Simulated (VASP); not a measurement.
Input of a VASP 6.6.1 run:

Contents of INCAR:

```
ALGO     = Normal         # electronic algorithm
EDIFF    = 1E-6           # SCF threshold, eV
ENCUT    = 520            # plane-wave cutoff, eV
GGA      = PE             # functional
ISIF     = 2              # what is computed and relaxed
ISMEAR   = -1             # smearing method
LASPH    = T              # aspherical terms in the spheres
LCHARG   = F              # write CHGCAR
LREAL    = F              # projectors in reciprocal space
LWAVE    = F              # write WAVECAR
NBANDS   = 15             # bands
NELM     = 60             # most SCF steps
PREC     = Accurate       # precision mode
SIGMA    = 0.02           # smearing width, eV
```

Contents of KPOINTS:

```
k-points
0
Gamma
  9 9 9
```

Contents of POSCAR:

```
TaN
1.0
    0.0000000000      2.2076743409      2.2076743409
    2.2076743409      0.0000000000      2.2076743409
    2.2076743409      2.2076743409      0.0000000000
Ta N
1 1
Direct
    0.5000000000      0.5000000000      0.5000000000
    0.0000000000      0.0000000000      0.0000000000
```

Potentials or basis: VASP PAW PBE potentials, release 64 (Ta_pv, N).

Command:

```bash
$ cat potpaw_PBE.64/Ta_pv/POTCAR potpaw_PBE.64/N/POTCAR > POTCAR
$ mpirun -np 1 vasp_std > vasp.out
```

(1) Predict the band gap on the k mesh.

(2) What does it give for the pressure?

Answers

(1) zero (band 8 reaches 10.93 eV, above the bottom of band 9 at 7.34 eV).

(2) 1.1 GPa.

Caveat: spin-orbit coupling is left out, which moves the levels of the heavy elements.
